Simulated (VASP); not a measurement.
# CaO (I4/mmm) in VASP: a series of runs

Runs on CaO. Level: LDA. Tasks: single point.

Everything below comes from runs of VASP 6.6.1. Logs are shortened: lines on timing, memory, paths and dates and some standing lists are left out, and cuts for length are marked.

**1. The cell of the first run**

It takes space group I4/mmm (No. 139, tetragonal). The conventional cell has a = 3.515 Å, b = 3.515 Å, c = 4.825 Å, α = 90.00°, β = 90.00°, γ = 90.00°. Within 3.2 Å of Ca (site symmetry 4/mmm) lie 6 O at 2.41 to 2.49 Å. Within 3.2 Å of O (site symmetry 4/mmm) lie 6 Ca at 2.41 to 2.49 Å.

**2. Single point, LDA (strain +0.015 along x and y, -0.015 along z)**

The input, INCAR:

```
SYSTEM = CaO
PREC     = Accurate       ! precision mode
ENCUT    = 520            ! plane-wave cutoff, eV
EDIFF    = 1E-6           ! SCF threshold, eV
ISMEAR   = 0              ! smearing method
SIGMA    = 0.05           ! smearing width, eV
LREAL    = .False.        ! projectors in reciprocal space
LASPH    = .True.         ! aspherical terms in the spheres
NELM     = 60             ! most SCF steps
ALGO     = Normal         ! electronic algorithm
ISIF     = 2              ! what is computed and relaxed
LWAVE    = .False.        ! write WAVECAR
LCHARG   = .True.         ! write CHGCAR
LELF     = .True.         ! ELF
LVHAR    = .True.       
NBANDS   = 15             ! bands
```

The input, KPOINTS:

```
regular mesh
0
Gamma
  8 8 8
  0 0 0
```

The input, POSCAR:

```
CaO
1.0
    0.0000000000      2.4857350000      2.4122650000
    2.4857350000      0.0000000000      2.4122650000
    2.4857350000      2.4857350000      0.0000000000
Ca O
1 1
Direct
    0.0000000000      0.0000000000      0.0000000000
    0.5000000000      0.5000000000      0.5000000000
```

Potentials or basis: VASP PAW LDA potentials, release 64 (Ca_sv, O).

On the command line:

```sh
$ cat potpaw_LDA.64/Ca_sv/POTCAR potpaw_LDA.64/O/POTCAR > POTCAR
$ mpirun -np 1 vasp_std > vasp.out
```

OUTCAR:

```text
SYSTEM = CaO
   PREC = Accurate
   ENCUT = 520
   EDIFF = 1E-6
   ISMEAR = 0
   LREAL = .False.
   LASPH = .True.
   NELM = 60
   ISIF = 2

 ion  position               nearest neighbor table
   1  0.000  0.000  0.000-   2 2.41   2 2.41   2 2.49   2 2.49   2 2.49   2 2.49
   2  0.500  0.500  0.500-   1 2.41   1 2.41   1 2.49   1 2.49   1 2.49   1 2.49

  LATTYP: Found a body centered tetragonal cell.
 ALAT       =     3.5153601495
 C/A-ratio  =     1.3724141467

  Lattice vectors:

 A1 = (   0.0000000000,  -2.4857350000,  -2.4122650000)
 A2 = (   0.0000000000,   2.4857350000,  -2.4122650000)
 A3 = (   2.4857350000,   0.0000000000,   2.4122650000)

Analysis of symmetry for initial positions (statically):
=====================================================================
 Subroutine PRICEL returns:
 Original cell was already a primitive cell.

 Routine SETGRP: Setting up the symmetry group for a
 body centered tetragonal supercell.

 Subroutine GETGRP returns: Found 16 space group operations
 (whereof 16 operations were pure point group operations)
 out of a pool of 16 trial point group operations.

The static configuration has the point symmetry D_4h.

Analysis of symmetry for dynamics (positions and initial velocities):
=====================================================================
 Subroutine PRICEL returns:
 Original cell was already a primitive cell.

 Routine SETGRP: Setting up the symmetry group for a
 body centered tetragonal supercell.

 Subroutine GETGRP returns: Found 16 space group operations
 (whereof 16 operations were pure point group operations)
 out of a pool of 16 trial point group operations.

The dynamic configuration has the point symmetry D_4h.

 Subroutine INISYM returns: Found 16 space group operations
 (whereof 16 operations are pure point group operations),
 and found     1 'primitive' translations

----------------------------------------------------------------------------------------

                                     Primitive cell

  volume of cell :      29.8102

  direct lattice vectors                    reciprocal lattice vectors
     0.000000000  2.485735000  2.412265000    -0.201147749  0.201147749  0.207274076
     2.485735000  0.000000000  2.412265000     0.201147749 -0.201147749  0.207274076
     2.485735000  2.485735000  0.000000000     0.201147749  0.201147749 -0.207274076

  length of vectors
     3.463798626  3.463798626  3.515360149     0.351970704  0.351970704  0.351970704

  position of ions in fractional coordinates (direct lattice)
     0.000000000  0.000000000  0.000000000
     0.500000000  0.500000000  0.500000000

[... 84 lines left out ...]
   POTIM  = 0.5000    time-step for ionic-motion
   TEBEG  =    0.0;   TEEND  =   0.0 temperature during run
   PSTRESS=    0.0 pullay stress
   NELECT =      16.0000    total number of electrons
   NUPDOWN=      -1.0000    fix difference up-down
   EMIN   =  10.00;   EMAX   =-10.00  energy-range for DOS
   EFERMI =   0.00;   METHOD = LEGACY
   ISMEAR =     0;   SIGMA  =   0.05  broadening in eV -4-tet -1-fermi 0-gaus
   EFERMI_NEDOS =   21; number of points for ismear=-14 and -15
   IALGO  =     38    algorithm
   IMIX   =      4    mixing-type and parameters
     AMIX     =   0.40;   BMIX     =  1.00
     AMIX_MAG =   1.60;   BMIX_MAG =  1.00
  volume/ion in A,a.u.               =      14.91       100.58
  Fermi-wavevector in a.u.,A,eV,Ry     =   1.330434  2.514155 24.083048  1.770054
  Thomas-Fermi vector in A             =   2.459521
   LORBIT       =      0    0 simple, 1 ext, 2 COOP (PROOUT), +10 PAW based schemes
   GGA     = CA    functional components
   LHFCALC =     F    Hartree Fock is set to
   AEXX    =    0.0000 exact exchange contribution
   IVDW    =     0    specifies the selected vdW correction
   LEPSILON=     F    determine dielectric tensor
   LRPA    =     F    only Hartree local field effects (RPA)
 non-spin polarized calculation
 Gauss-broadening in eV      SIGMA  =   0.05
  energy-cutoff  :      520.00
  volume of cell :       29.81
 maximum number of plane-waves:       829
 NGX is ok and might be reduce to    28
   NGX = 13   NGY = 13   NGZ = 13

 number of electron      16.0000004 magnetization

 Free energy of the ion-electron system (eV)
  ---------------------------------------------------
  ext. energy  EPLUGINS =         0.00000000
  ---------------------------------------------------
  free energy    TOTEN  =       -14.06808339 eV

  energy without entropy =      -14.06808339  energy(sigma->0) =      -14.06808339

 E-fermi :   1.9351     XC(G=0): -10.6826

 val. band max:        1.6580407240   @ k =   0.0000   0.0000   0.0000
 cond. band min:       5.0404534869   @ k =   0.5000   0.5000   0.0000
 fundamental gap:      3.3824127629
 Fermi energy:         1.9351135241

 k-point     1 :       0.0000    0.0000    0.0000
  band No.  band energies     occupation
      1     -35.7293      2.00000
      2     -16.8316      2.00000
      3     -16.8316      2.00000
      4     -16.8116      2.00000
      5     -13.4555      2.00000
      6       1.5990      2.00000
      7       1.5990      2.00000
      8       1.6580      2.00000
      9       5.6087      0.00000
     10       7.4963      0.00000
     11       7.4963      0.00000
     12       7.6864      0.00000
     13       8.8606      0.00000
     14       9.1529      0.00000
[... 401 lines left out ...]
      2     -17.4714      2.00000
      3     -16.9062      2.00000
      4     -16.8818      2.00000
      5     -12.7487      2.00000
      6      -0.3481      2.00000
      7       0.7171      2.00000
      8       0.9062      2.00000
      9       7.2297      0.00000
     10       8.5448      0.00000
     11       9.2700      0.00000
     12       9.4039      0.00000
     13      10.5319      0.00000
     14      11.0910      0.00000
     15      15.8978      0.00000

 [... further k-points ...]
[... 5 lines left out ...]
  --------------------------------------------------------------------------------------
  -------------------------------------------------------------------------------------
  Total       -2.4248380     -2.4248380     -1.8940805      0.0000000      0.0000000     -0.0000000
  in kB     -130.3252749   -130.3252749   -101.7991987      0.0000000      0.0000000     -0.0000000
  external PRESSURE =    -120.8165828 kB  Pullay stress =       0.0000000 kB

 VOLUME and BASIS-vectors are now :
 -----------------------------------------------------------------------------
  energy-cutoff  :      520.00
  volume of cell :       29.81
      direct lattice vectors                 reciprocal lattice vectors
     0.000000000  2.485735000  2.412265000    -0.201147749  0.201147749  0.207274076
     2.485735000  0.000000000  2.412265000     0.201147749 -0.201147749  0.207274076
     2.485735000  2.485735000  0.000000000     0.201147749  0.201147749 -0.207274076

 POSITION                                       TOTAL-FORCE (eV/Angst)
 -----------------------------------------------------------------------------------
      0.00000      0.00000      0.00000        -0.000000      0.000000      0.000000
      2.48574      2.48574      2.41227         0.000000     -0.000000      0.000000
 -----------------------------------------------------------------------------------
    total drift:                                0.000000      0.000000      0.000000

  FREE ENERGIE OF THE ION-ELECTRON SYSTEM (eV)
  ---------------------------------------------------
  free  energy   TOTEN  =       -14.0680833943 eV

  energy  without entropy=      -14.0680833943  energy(sigma->0) =      -14.06808339
```

OSZICAR:

```text
N       E                     dE             d eps       ncg     rms          rms(c)
DAV:   1     0.120183128494E+03    0.12018E+03   -0.83730E+03  1770   0.108E+03
DAV:   2    -0.103839048074E+02   -0.13057E+03   -0.12176E+03  2205   0.279E+02
DAV:   3    -0.156309974456E+02   -0.52471E+01   -0.52124E+01  2113   0.586E+01
DAV:   4    -0.157739688967E+02   -0.14297E+00   -0.14287E+00  2551   0.879E+00
DAV:   5    -0.157753187181E+02   -0.13498E-02   -0.13498E-02  2094   0.778E-01    0.845E+00
DAV:   6    -0.142454841156E+02    0.15298E+01   -0.52484E+00  1953   0.212E+01    0.398E+00
DAV:   7    -0.141047140734E+02    0.14077E+00   -0.46286E-01  1966   0.673E+00    0.184E+00
DAV:   8    -0.140686376680E+02    0.36076E-01   -0.83556E-02  2176   0.302E+00    0.340E-01
DAV:   9    -0.140679710292E+02    0.66664E-03   -0.37599E-03  2026   0.472E-01    0.108E-01
DAV:  10    -0.140681075218E+02   -0.13649E-03   -0.26403E-04  2260   0.177E-01    0.547E-02
DAV:  11    -0.140680835662E+02    0.23956E-04   -0.35828E-05  2279   0.613E-02    0.687E-03
DAV:  12    -0.140680833943E+02    0.17189E-06   -0.45598E-06  2373   0.211E-02
   1 F= -.14068083E+02 E0= -.14068083E+02  d E =-.254054E-17
```

Wall time 20 s (1 thread of Intel Xeon Platinum 8488C (Sapphire Rapids), shared host); peak memory 0.15 GiB.

Results:

```
Free energy            : -14.0681 eV
Pressure               : -12.1 GPa
Band gap on the k mesh : 3.38 eV, indirect (least direct gap 3.86 eV)
```

Caveat: the cell differs from its parent crystal (strain +0.015 along x and y, -0.015 along z).

**3. Single point, LDA (strain +0.030 along x and y, +0.000 along z)**

The input, INCAR:

```
SYSTEM = CaO
PREC = Accurate
ENCUT = 520
EDIFF = 1E-6
ISMEAR = 0
SIGMA = 0.05
LREAL = .FALSE.
LASPH = .TRUE.
NELM = 80
ALGO = Normal
ISIF = 2
LWAVE = .FALSE.
LCHARG = .TRUE.
GGA = CA
LELF = .TRUE.
LVHAR = .TRUE.
NBANDS = 15
```

The input, KPOINTS:

```
regular mesh
0
G
  8 8 8
  0 0 0
```

The input, POSCAR:

```
CaO
1.0
    0.0000000000      2.5224700000      2.4490000000
    2.5224700000      0.0000000000      2.4490000000
    2.5224700000      2.5224700000      0.0000000000
Ca O
1 1
Direct
    0.0000000000      0.0000000000      0.0000000000
    0.5000000000      0.5000000000      0.5000000000
```

Potentials or basis: VASP PAW LDA potentials, release 64 (Ca_sv, O).

On the command line:

```sh
$ cat potpaw_LDA.64/Ca_sv/POTCAR potpaw_LDA.64/O/POTCAR > POTCAR
$ mpirun -np 1 vasp_std > vasp.out
```

Run time: 18 s. Hardware: 1 thread of Intel Xeon Platinum 8488C (Sapphire Rapids), shared host; peak memory 0.15 GiB.

The run converged. Its results:

```yaml
Free_energy: -13.9547 eV
Pressure: -14.9 GPa
Band_gap_on_the_k_mesh: 3.40 eV, indirect (least direct gap 3.65 eV)
```

Stress tensor (GPa, compression positive):
```
-15.54   0.00   0.00
  0.00 -15.54   0.00
  0.00   0.00 -13.61
```

Levels at points of the mesh, in eV from the valence-band top:
| k point | band 5 | band 6 | band 7 | band 8 | band 9 | band 10 | band 11 | band 12 |
| --- | --- | --- | --- | --- | --- | --- | --- | --- |
| (0.00, 0.00, 0.00) | -15.02 | -0.05 | -0.05 | 0.00 | 3.65 | 5.74 | 5.74 | 5.91 |
| (0.50, 0.00, 0.00) | -14.18 | -2.48 | -1.06 | -1.05 | 6.40 | 7.44 | 7.66 | 7.67 |
| (0.50, 0.50, 0.00) | -14.78 | -1.27 | -0.47 | -0.47 | 3.40 | 7.18 | 8.19 | 8.75 |
| (0.50, 0.00, 0.50) | -14.78 | -1.41 | -0.41 | -0.38 | 3.49 | 7.13 | 8.21 | 8.64 |

Caveat: the cell differs from its parent crystal (strain +0.030 along x and y, +0.000 along z).

**4. Single point, LDA (strain +0.015 along x and y, +0.030 along z)**

The input, INCAR:

```
SYSTEM = CaO
PREC = Accurate ; ENCUT = 520
EDIFF = 1E-7 ; ISMEAR = 0
SIGMA = 0.05 ; LREAL = .False.
LASPH = .True. ; NELM = 80
ALGO = Normal ; ISIF = 2
LWAVE = .False. ; LCHARG = .False.
GGA = CA ; NBANDS = 15
```

The input, KPOINTS:

```
regular mesh
0
Gamma
  8 8 8
  0 0 0
```

The input, POSCAR:

```
CaO
1.0
    0.0000000000      2.4857350000      2.5224700000
    2.4857350000      0.0000000000      2.5224700000
    2.4857350000      2.4857350000      0.0000000000
Ca O
1 1
Direct
    0.0000000000      0.0000000000      0.0000000000
    0.5000000000      0.5000000000      0.5000000000
```

On the command line:

```sh
$ cat potpaw_LDA.64/Ca_sv/POTCAR potpaw_LDA.64/O/POTCAR > POTCAR
$ mpirun -np 1 vasp_std > vasp.out
```

Wall time 21 s (1 thread of Intel Xeon Platinum 8488C (Sapphire Rapids), shared host); peak memory 0.15 GiB.

The run converged. Its results:

```yaml
Free_energy: -13.9568 eV
Pressure: -15.0 GPa
Band_gap_on_the_k_mesh: 3.46 eV, indirect (least direct gap 3.68 eV)
```

Stress tensor (GPa, compression positive):
```
-14.76   0.00   0.00
  0.00 -14.76   0.00
  0.00   0.00 -15.59
```

Levels at points of the mesh, in eV from the valence-band top:
```
           k point  band 6  band 7  band 8  band 9  band 10  band 11
(0.00, 0.00, 0.00)   -0.02    0.00    0.00    3.68     5.75     5.84
(0.50, 0.00, 0.00)   -2.45   -1.03   -1.03    6.42     7.47     7.68
(0.50, 0.50, 0.00)   -1.39   -0.38   -0.38    3.50     7.17     8.22
(0.50, 0.00, 0.50)   -1.32   -0.41   -0.40    3.46     7.18     8.22
```

Caveat: the cell differs from its parent crystal (strain +0.015 along x and y, +0.030 along z).

**5. Overview**

```tsv
cell	gap on the mesh (eV)	pressure (GPa)
a = 3.464, b = 3.464, c = 3.515 Å, angles 59.5, 59.5, 61.0°, 2 atoms	3.38	-12.1
a = 3.516, b = 3.516, c = 3.567 Å, angles 59.5, 59.5, 61.0°, 2 atoms	3.40	-14.9
a = 3.541, b = 3.541, c = 3.515 Å, angles 60.2, 60.2, 59.5°, 2 atoms	3.46	-15.0
```

Alike in all rows: task single point; level LDA; potentials or basis VASP PAW LDA potentials, release 64 (Ca_sv, O); no spin polarisation; k mesh 8 × 8 × 8; cutoff (eV) 520; smearing gaussian 0.05 eV.

Total energies depend on the potentials used, so only differences within one code and one set of settings carry meaning.
